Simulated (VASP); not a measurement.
# SnSe (I4/mmm) in VASP: notebook

The runs below take SnSe through single point, with LDA.

Program: VASP 6.6.1. These are calculated values, not measurements. Logs are shortened: lines on timing, memory, paths and dates and some standing lists are left out, and cuts for length are marked.

### 1 The cell of the first run

Symmetry: I4/mmm, No. 139, tetragonal system. Conventional cell: a = 4.811 Å, b = 4.811 Å, c = 4.422 Å, α = 90.00°, β = 90.00°, γ = 90.00°. Sn (site symmetry 4/mmm) has 2 Se at 2.21 Å within 2.9 Å. Within 2.9 Å of Se (site symmetry 4/mmm) lie 2 Sn at 2.21 Å.

### 2 Single point, LDA

File INCAR:

```
PREC = Accurate
ENCUT = 520
EDIFF = 1E-6
ISMEAR = 0
SIGMA = 0.05
LREAL = F
LASPH = T
NELM = 100
ALGO = Normal
ISIF = 2
LWAVE = F
LCHARG = T
LELF = T
LVHAR = T
NBANDS = 17
```

File KPOINTS:

```
Automatic mesh
0
Gamma
  10 10 10
```

File POSCAR:

```
SnSe
1.0
    0.0000000000      3.4016563694      2.2110766401
    3.4016563694      0.0000000000      2.2110766401
    3.4016563694      3.4016563694      0.0000000000
Sn Se
1 1
Direct
    0.0000000000      0.0000000000      0.0000000000
    0.5000000000      0.5000000000      0.5000000000
```

Potentials or basis: VASP PAW LDA potentials, release 64 (Sn_d, Se).

Command:

```bash
$ cat potpaw_LDA.64/Sn_d/POTCAR potpaw_LDA.64/Se/POTCAR > POTCAR
$ mpirun -np 1 vasp_std > vasp.out
```

OUTCAR:

```text
PREC = Accurate
   ENCUT = 520
   EDIFF = 1E-6
   ISMEAR = 0
   LREAL = F
   LASPH = T
   NELM = 100
   ISIF = 2

 ion  position               nearest neighbor table
   1  0.000  0.000  0.000-   2 2.21   2 2.21
   2  0.500  0.500  0.500-   1 2.21   1 2.21

  LATTYP: Found a body centered tetragonal cell.
 ALAT       =     4.8106685721
 C/A-ratio  =     0.9192388155

  Lattice vectors:

 A1 = (   0.0000000000,  -3.4016563694,  -2.2110766401)
 A2 = (   0.0000000000,   3.4016563694,  -2.2110766401)
 A3 = (   3.4016563694,   0.0000000000,   2.2110766401)

Analysis of symmetry for initial positions (statically):
=====================================================================
 Subroutine PRICEL returns:
 Original cell was already a primitive cell.

 Routine SETGRP: Setting up the symmetry group for a
 body centered tetragonal supercell.

 Subroutine GETGRP returns: Found 16 space group operations
 (whereof 16 operations were pure point group operations)
 out of a pool of 16 trial point group operations.

The static configuration has the point symmetry D_4h.

Analysis of symmetry for dynamics (positions and initial velocities):
=====================================================================
 Subroutine PRICEL returns:
 Original cell was already a primitive cell.

 Routine SETGRP: Setting up the symmetry group for a
 body centered tetragonal supercell.

 Subroutine GETGRP returns: Found 16 space group operations
 (whereof 16 operations were pure point group operations)
 out of a pool of 16 trial point group operations.

The dynamic configuration has the point symmetry D_4h.

 Subroutine INISYM returns: Found 16 space group operations
 (whereof 16 operations are pure point group operations),
 and found     1 'primitive' translations

----------------------------------------------------------------------------------------

                                     Primitive cell

  volume of cell :      51.1699

  direct lattice vectors                    reciprocal lattice vectors
     0.000000000  3.401656369  2.211076640    -0.146987216  0.146987216  0.226134179
     3.401656369  0.000000000  2.211076640     0.146987216 -0.146987216  0.226134179
     3.401656369  3.401656369  0.000000000     0.146987216  0.146987216 -0.226134179

  length of vectors
     4.057108079  4.057108079  4.810668572     0.307159812  0.307159812  0.307159812

  position of ions in fractional coordinates (direct lattice)
     0.000000000  0.000000000  0.000000000
     0.500000000  0.500000000  0.500000000

  ion indices of the primitive-cell ions
   primitive index   ion index
                 1           1
                 2           2

----------------------------------------------------------------------------------------

 KPOINTS: Automatic mesh

Automatic generation of k-mesh.
 Grid dimensions read from file:
 generate k-points for:   10   10   10

 Generating k-lattice:

  Cartesian coordinates                     Fractional coordinates (reciprocal lattice)
    -0.014698722  0.014698722  0.022613418     0.100000000  0.000000000  0.000000000
     0.014698722 -0.014698722  0.022613418     0.000000000  0.100000000  0.000000000
     0.014698722  0.014698722 -0.022613418     0.000000000  0.000000000  0.100000000

  Length of vectors
     0.030715981  0.030715981  0.030715981

  Shift w.r.t. Gamma in fractional coordinates (k-lattice)
     0.000000000  0.000000000  0.000000000

 Subroutine IBZKPT returns following result:
 ===========================================

 Found    102 irreducible k-points:

 Following reciprocal coordinates:
            Coordinates               Weight
  0.000000  0.000000  0.000000      1.000000
  0.100000 -0.000000  0.000000      8.000000
  0.200000 -0.000000  0.000000      8.000000
  0.300000 -0.000000  0.000000      8.000000
  0.400000 -0.000000  0.000000      8.000000
  0.500000 -0.000000  0.000000      4.000000
[... 16 lines left out ...]
  0.300000  0.300000  0.000000      2.000000
  0.400000  0.300000  0.000000      8.000000
 [... further k-points ...]
   k-points           NKPTS =    102   k-points in BZ     NKDIM =    102   number of bands    NBANDS=     17
   number of dos      NEDOS =    301   number of ions     NIONS =      2
   total plane-waves  NPLWV =  32400
   dimension x,y,z NGX =    30 NGY =   30 NGZ =   36
   dimension x,y,z NGXF=    60 NGYF=   60 NGZF=   72
   ions per type =               1   1
   NGX,Y,Z   is equivalent  to a cutoff of  12.29, 12.29, 12.44 a.u.
   NGXF,Y,Z  is equivalent  to a cutoff of  24.59, 24.59, 24.88 a.u.
 SYSTEM =  unknown system
   PREC   = accura    normal or accurate (medium, high low for compatibility)
   ISTART =      0    job   : 0-new  1-cont  2-samecut
   ICHARG =      2    charge: 1-file 2-atom 10-const
   ISPIN  =      1    spin polarized calculation?
   LNONCOLLINEAR =      F non collinear calculations
   LSORBIT =      F    spin-orbit coupling
   LASPH  =      T    aspherical Exc in radial PAW
   ENCUT  =  520.0 eV  38.22 Ry    6.18 a.u.   7.54  7.54  8.94*2*pi/ulx,y,z
   NELM   =    100;   NELMIN=  2; NELMDL= -5     # of ELM steps
   EDIFF  = 0.1E-05   stopping-criterion for ELM
   LREAL  =      F    real-space projection
   EDIFFG = 0.1E-04   stopping-criterion for IOM
   NSW    =      0    number of steps for IOM
   IBRION =     -1    ionic relax: 0-MD 1-quasi-New 2-CG
   NFREE  =      0    steps in history (QN), initial steepest desc. (CG)
   ISIF   =      2    stress and relaxation
   ISYM   =      2    0-nonsym 1-usesym 2-fastsym
   POTIM  = 0.5000    time-step for ionic-motion
   TEBEG  =    0.0;   TEEND  =   0.0 temperature during run
   PSTRESS=    0.0 pullay stress
   NELECT =      20.0000    total number of electrons
   NUPDOWN=      -1.0000    fix difference up-down
   EMIN   =  10.00;   EMAX   =-10.00  energy-range for DOS
   EFERMI =   0.00;   METHOD = LEGACY
   ISMEAR =     0;   SIGMA  =   0.05  broadening in eV -4-tet -1-fermi 0-gaus
   EFERMI_NEDOS =   21; number of points for ismear=-14 and -15
   IALGO  =     38    algorithm
   IMIX   =      4    mixing-type and parameters
     AMIX     =   0.40;   BMIX     =  1.00
     AMIX_MAG =   1.60;   BMIX_MAG =  1.00
  volume/ion in A,a.u.               =      25.58       172.66
  Fermi-wavevector in a.u.,A,eV,Ry     =   1.196961  2.261928 19.493274  1.432715
  Thomas-Fermi vector in A             =   2.332888
   LORBIT       =      0    0 simple, 1 ext, 2 COOP (PROOUT), +10 PAW based schemes
   GGA     = CA    functional components
   LHFCALC =     F    Hartree Fock is set to
   AEXX    =    0.0000 exact exchange contribution
   IVDW    =     0    specifies the selected vdW correction
   LEPSILON=     F    determine dielectric tensor
   LRPA    =     F    only Hartree local field effects (RPA)
 non-spin polarized calculation
 Gauss-broadening in eV      SIGMA  =   0.05
  energy-cutoff  :      520.00
  volume of cell :       51.17
 maximum number of plane-waves:      1393
   NGX = 15   NGY = 15   NGZ = 17

 number of electron      20.0000007 magnetization

 Free energy of the ion-electron system (eV)
  ---------------------------------------------------
  ext. energy  EPLUGINS =         0.00000000
  ---------------------------------------------------
  free energy    TOTEN  =        -5.97263405 eV

  energy without entropy =       -5.97053822  energy(sigma->0) =       -5.97158613

 E-fermi :   6.6960     XC(G=0):  -9.9720

 val. band max:        6.6582519689   @ k =   0.5000  -0.0000   0.1000
 cond. band min:       6.7198908171   @ k =   0.5000   0.1000   0.0000
 fundamental gap:      0.0616388482
 Fermi energy:         6.6960382685

 k-point     1 :       0.0000    0.0000    0.0000
  band No.  band energies     occupation
      1     -16.2955      2.00000
      2     -15.7127      2.00000
      3     -15.7127      2.00000
      4     -15.5618      2.00000
      5     -15.5369      2.00000
      6      -9.1287      2.00000
[... 9 lines left out ...]
     16      12.1585      0.00000
     17      15.0355      0.00000

 k-point     2 :       0.1000   -0.0000    0.0000
  band No.  band energies     occupation
      1     -16.2835      2.00000
      2     -15.7132      2.00000
      3     -15.7131      2.00000
      4     -15.5604      2.00000
      5     -15.5375      2.00000
      6      -9.0795      2.00000
[... 9 lines left out ...]
     16      12.8801      0.00000
     17      14.1246      0.00000

 k-point     3 :       0.2000   -0.0000    0.0000
  band No.  band energies     occupation
      1     -16.2521      2.00000
      2     -15.7144      2.00000
      3     -15.7143      2.00000
      4     -15.5562      2.00000
      5     -15.5391      2.00000
      6      -8.9400      2.00000
[... 9 lines left out ...]
     16      14.3837      0.00000
     17      14.5049      0.00000

 k-point     4 :       0.3000   -0.0000    0.0000
  band No.  band energies     occupation
      1     -16.2132      2.00000
      2     -15.7164      2.00000
      3     -15.7160      2.00000
      4     -15.5505      2.00000
      5     -15.5410      2.00000
      6      -8.7403      2.00000
[... 9 lines left out ...]
     16      15.9717      0.00000
     17      16.2504      0.00000

 k-point     5 :       0.4000   -0.0000    0.0000
  band No.  band energies     occupation
      1     -16.1815      2.00000
      2     -15.7184      2.00000
      3     -15.7174      2.00000
      4     -15.5455      2.00000
      5     -15.5426      2.00000
      6      -8.5485      2.00000
[... 9 lines left out ...]
     16      15.8114      0.00000
     17      16.9738      0.00000

 k-point     6 :       0.5000   -0.0000    0.0000
  band No.  band energies     occupation
      1     -16.1694      2.00000
      2     -15.7192      2.00000
      3     -15.7179      2.00000
      4     -15.5435      2.00000
      5     -15.5432      2.00000
      6      -8.4655      2.00000
[... 9 lines left out ...]
     16      17.6298      0.00000
     17      17.7725      0.00000

 k-point     7 :       0.1000    0.1000    0.0000
  band No.  band energies     occupation
      1     -16.2483      2.00000
      2     -15.7161      2.00000
      3     -15.7161      2.00000
      4     -15.5586      2.00000
      5     -15.5385      2.00000
      6      -9.0545      2.00000
[... 9 lines left out ...]
     16      14.1568      0.00000
     17      14.1568      0.00000

 k-point     8 :       0.2000    0.1000    0.0000
  band No.  band energies     occupation
      1     -16.2076      2.00000
      2     -15.7183      2.00000
      3     -15.7182      2.00000
      4     -15.5544      2.00000
      5     -15.5404      2.00000
      6      -8.9243      2.00000
[... 9 lines left out ...]
     16      15.7973      0.00000
     17      15.8762      0.00000
[... 203 lines left out ...]
      1     -16.2325      2.00000
      2     -15.7069      2.00000
      3     -15.7065      2.00000
      4     -15.5473      2.00000
      5     -15.5391      2.00000
      6      -8.1938      2.00000
[... 9 lines left out ...]
     16      17.6791      0.00000
     17      17.8347      0.00000

 k-point    20 :      -0.4000    0.2000    0.0000
  band No.  band energies     occupation
      1     -16.2756      2.00000
      2     -15.7025      2.00000
      3     -15.7024      2.00000
      4     -15.5459      2.00000
      5     -15.5415      2.00000
      6      -8.2532      2.00000
[... 9 lines left out ...]
     16      18.0177      0.00000
     17      18.4231      0.00000

 k-point    21 :      -0.3000    0.2000    0.0000
  band No.  band energies     occupation
      1     -16.3057      2.00000
      2     -15.7015      2.00000
      3     -15.7008      2.00000
      4     -15.5465      2.00000
      5     -15.5436      2.00000
      6      -8.4377      2.00000
[... 9 lines left out ...]
     16      16.6621      0.00000
     17      17.0364      0.00000

 k-point    22 :      -0.2000    0.2000    0.0000
  band No.  band energies     occupation
      1     -16.3120      2.00000
      2     -15.7040      2.00000
      3     -15.7031      2.00000
      4     -15.5518      2.00000
      5     -15.5411      2.00000
      6      -8.6573      2.00000
[... 9 lines left out ...]
     16      15.3957      0.00000
     17      15.5306      0.00000

 k-point    23 :       0.3000    0.3000    0.0000
  band No.  band energies     occupation
      1     -16.1940      2.00000
      2     -15.7106      2.00000
      3     -15.7106      2.00000
      4     -15.5484      2.00000
      5     -15.5400      2.00000
      6      -8.2959      2.00000
[... 9 lines left out ...]
     16      15.8745      0.00000
     17      20.2983      0.00000

 k-point    24 :       0.4000    0.3000    0.0000
  band No.  band energies     occupation
      1     -16.2388      2.00000
      2     -15.7029      2.00000
      3     -15.7028      2.00000
      4     -15.5505      2.00000
      5     -15.5359      2.00000
      6      -8.0558      2.00000
[... 9 lines left out ...]
     16      17.9615      0.00000
     17      19.0320      0.00000

 [... further k-points ...]

------------------------ aborting loop because EDIFF is reached ----------------------------------------

  FORCE on cell =-STRESS in cart. coord.  units (eV):
  Direction    XX          YY          ZZ          XY          YZ          ZX
  --------------------------------------------------------------------------------------
  -------------------------------------------------------------------------------------
  Total       -0.6196369     -0.6196369     29.6423977      0.0000000      0.0000000      0.0000000
  in kB      -19.4014045    -19.4014045    928.1309183      0.0000000      0.0000000      0.0000000
  external PRESSURE =     296.4427031 kB  Pullay stress =       0.0000000 kB

 VOLUME and BASIS-vectors are now :
 -----------------------------------------------------------------------------
  energy-cutoff  :      520.00
  volume of cell :       51.17
      direct lattice vectors                 reciprocal lattice vectors
     0.000000000  3.401656369  2.211076640    -0.146987216  0.146987216  0.226134179
     3.401656369  0.000000000  2.211076640     0.146987216 -0.146987216  0.226134179
     3.401656369  3.401656369  0.000000000     0.146987216  0.146987216 -0.226134179

 POSITION                                       TOTAL-FORCE (eV/Angst)
 -----------------------------------------------------------------------------------
      0.00000      0.00000      0.00000         0.000000     -0.000000      0.000000
      3.40166      3.40166      2.21108        -0.000000      0.000000     -0.000000
 -----------------------------------------------------------------------------------
    total drift:                               -0.000000      0.000000      0.000000

  FREE ENERGIE OF THE ION-ELECTRON SYSTEM (eV)
  ---------------------------------------------------
  free  energy   TOTEN  =        -5.9726340463 eV

  energy  without entropy=       -5.9705382218  energy(sigma->0) =       -5.97158613
```

It took 97 s on 1 thread of Intel Xeon 8259CL, shared host; peak memory 0.22 GiB.

Results:

| Property | Result |
| --- | --- |
| Free energy | -5.9726 eV |
| Pressure | 29.6 GPa |
| Band gap on the k mesh | zero (bands 10 and 11 overlap by 1.75 eV) |

Levels at points of the mesh, in eV from the Fermi level:
| k point | band 7 | band 8 | band 9 | band 10 | band 11 | band 12 | band 13 | band 14 |
| --- | --- | --- | --- | --- | --- | --- | --- | --- |
| (0.00, 0.00, 0.00) | -6.63 | -4.00 | -2.92 | -2.92 | 2.29 | 2.29 | 4.13 | 4.76 |
| (0.50, 0.00, 0.00) | -10.29 | -3.44 | -3.42 | -1.43 | -0.63 | 3.74 | 5.01 | 7.03 |
| (0.50, 0.50, 0.00) | -7.74 | -5.84 | -5.84 | -5.33 | 1.39 | 4.69 | 4.69 | 7.81 |
| (0.50, 0.00, 0.50) | -7.15 | -6.86 | -4.54 | -2.74 | 1.82 | 3.86 | 4.50 | 6.01 |

Caveat: the cell stands under pressure; spin-orbit coupling is left out, which moves the levels of the heavy elements.

### 3 Single point, LDA

This run uses another cell than the first one, of the same volume but with other edges.

File INCAR:

```
PREC = Accurate ; ENCUT = 520
EDIFF = 1E-6 ; ISMEAR = 0
SIGMA = 0.05 ; LREAL = F
LASPH = T ; NELM = 100
ALGO = Normal ; ISIF = 2
LWAVE = F ; LCHARG = F
NBANDS = 17
```

KPOINTS is that of step 2.

File POSCAR:

```
SnSe
1.0
    0.0000000000      2.5741339284      3.8612008926
    2.5741339284      0.0000000000      3.8612008926
    2.5741339284      2.5741339284      0.0000000000
Sn Se
1 1
Direct
    0.0000000000      0.0000000000      0.0000000000
    0.5000000000      0.5000000000      0.5000000000
```

Potentials or basis: VASP PAW LDA potentials, release 64 (Sn_d, Se).

Command:

```bash
$ cat potpaw_LDA.64/Sn_d/POTCAR potpaw_LDA.64/Se/POTCAR > POTCAR
$ mpirun -np 1 vasp_std > vasp.out
```

Run time: 76 s. Hardware: 1 thread of Intel Xeon 8259CL, shared host; peak memory 0.22 GiB.

Results (log left out):

| Quantity | Value |
| --- | --- |
| Free energy | -7.9567 eV |
| Pressure | 16.0 GPa |
| Band gap on the k mesh | zero (bands 10 and 11 overlap by 0.93 eV) |

Stress tensor (GPa, compression positive):
```
25.52  0.00  0.00
 0.00 25.52  0.00
 0.00  0.00 -3.03
```

Levels at points of the mesh, in eV from the Fermi level:
| k point | band 8 | band 9 | band 10 | band 11 | band 12 | band 13 |
| --- | --- | --- | --- | --- | --- | --- |
| (0.00, 0.00, 0.00) | -4.29 | -4.29 | -3.65 | 2.48 | 2.72 | 3.77 |
| (0.50, 0.00, 0.00) | -3.38 | -2.43 | -1.11 | 1.06 | 1.64 | 1.92 |
| (0.50, 0.50, 0.00) | -4.53 | -4.53 | -4.45 | 3.02 | 3.53 | 7.44 |
| (0.50, 0.00, 0.50) | -7.23 | -6.75 | -3.04 | 1.58 | 2.55 | 6.82 |

Caveat: the cell stands under pressure; spin-orbit coupling is left out, which moves the levels of the heavy elements.

### 4 Single point, LDA

This run uses another cell than the first one, of the same volume but with other edges.

File INCAR:

```
SYSTEM = SnSe
  PREC = Accurate
  ENCUT = 520
  EDIFF = 1E-6
  ISMEAR = 0
  SIGMA = 0.05
  LREAL = .False.
  LASPH = .True.
  NELM = 80
  ALGO = Normal
  ISIF = 2
  LWAVE = .False.
  LCHARG = .False.
  GGA = CA
  NBANDS = 17
```

File KPOINTS:

```
Automatic mesh
0
Gamma
  10 10 10
  0 0 0
```

File POSCAR:

```
SnSe
1.0
    0.0000000000      2.9870178246      2.8675371116
    2.9870178246      0.0000000000      2.8675371116
    2.9870178246      2.9870178246      0.0000000000
Sn Se
1 1
Direct
    0.0000000000      0.0000000000      0.0000000000
    0.5000000000      0.5000000000      0.5000000000
```

Command:

```bash
$ cat potpaw_LDA.64/Sn_d/POTCAR potpaw_LDA.64/Se/POTCAR > POTCAR
$ mpirun -np 1 vasp_std > vasp.out
```

Run time: 64 s. Hardware: 1 thread of Intel Xeon 8259CL, shared host; peak memory 0.22 GiB.

It converged, with:

```yaml
Free_energy: -9.4736 eV
Pressure: 0.5 GPa
Band_gap_on_the_k_mesh: 0.29 eV (least direct gap 0.44 eV)
```

Stress tensor (GPa, compression positive):
```
-1.63  0.00  0.00
 0.00 -1.63  0.00
 0.00  0.00  4.80
```

Levels at points of the mesh, in eV from the valence-band top:
| k point | band 8 | band 9 | band 10 | band 11 | band 12 | band 13 |
| --- | --- | --- | --- | --- | --- | --- |
| (0.00, 0.00, 0.00) | -2.76 | -2.33 | -2.33 | 4.00 | 4.00 | 5.07 |
| (0.50, 0.00, 0.00) | -2.24 | -2.16 | -0.28 | 0.69 | 0.90 | 1.17 |
| (0.50, 0.50, 0.00) | -6.11 | -4.13 | -4.13 | 2.55 | 5.36 | 5.36 |
| (0.50, 0.00, 0.50) | -6.03 | -4.26 | -3.78 | 2.71 | 5.04 | 5.99 |

Caveat: spin-orbit coupling is left out, which moves the levels of the heavy elements.

### 5 The runs side by side

| cell | gap on the mesh (eV) | pressure (GPa) |
| --- | --- | --- |
| a = 4.057, b = 4.057, c = 4.811 Å, angles 53.6, 53.6, 72.7°, 2 atoms | none | 29.6 |
| a = 4.641, b = 4.641, c = 3.640 Å, angles 66.9, 66.9, 46.2°, 2 atoms | none | 16.0 |
| a = 4.141, b = 4.141, c = 4.224 Å, angles 59.3, 59.3, 61.3°, 2 atoms | 0.29 | 0.5 |

Alike in all rows: task single point; level LDA; potentials or basis VASP PAW LDA potentials, release 64 (Sn_d, Se); no spin polarisation; k mesh 10 × 10 × 10; cutoff (eV) 520; smearing gaussian 0.05 eV.

Caveats: spin-orbit coupling is left out, which moves the levels of the heavy elements; the cell stands under pressure (at least some runs).

Total energies depend on the potentials used, so only differences within one code and one set of settings carry meaning.
